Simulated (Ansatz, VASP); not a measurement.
## KI in VASP and in Ansatz

```xyz
4
Lattice="4.9417 0.0000 0.0000 -2.3865 4.3272 0.0000 0.0000 0.0000 8.6766" Properties=species:S:1:pos:R:3 pbc="T T T"
K     1.2776    2.1636    4.3383
K     1.2776    2.1636    0.0000
I     3.7709    0.6914    2.1691
I    -1.2157    3.6359    6.5074
```

Alike in both runs: task single point; functional PBEsol; k mesh 4 × 4 × 2; no spin polarisation.

```csv
,VASP,Ansatz
version,VASP 6.6.1,Ansatz 0.2.0
potentials or method,"VASP PAW PBE potentials, release 64 (K_sv, I), cutoff 520 eV","plane waves, PAW"
occupations,"gaussian, width 0.01 eV",fixed
valence electrons in the cell,32,52
```

|  | VASP | Ansatz | Ansatz less VASP |
| --- | --- | --- | --- |
| gap on the k mesh at the Fermi level (eV) | 3.61 | 3.61 | +0.004 |

VASP's potentials were made for PBE, not for PBEsol. VASP's potentials hold 32 valence electrons a cell and Ansatz's 52, so a difference there can come from the potentials and not from the codes.

Spin-orbit coupling is off throughout.
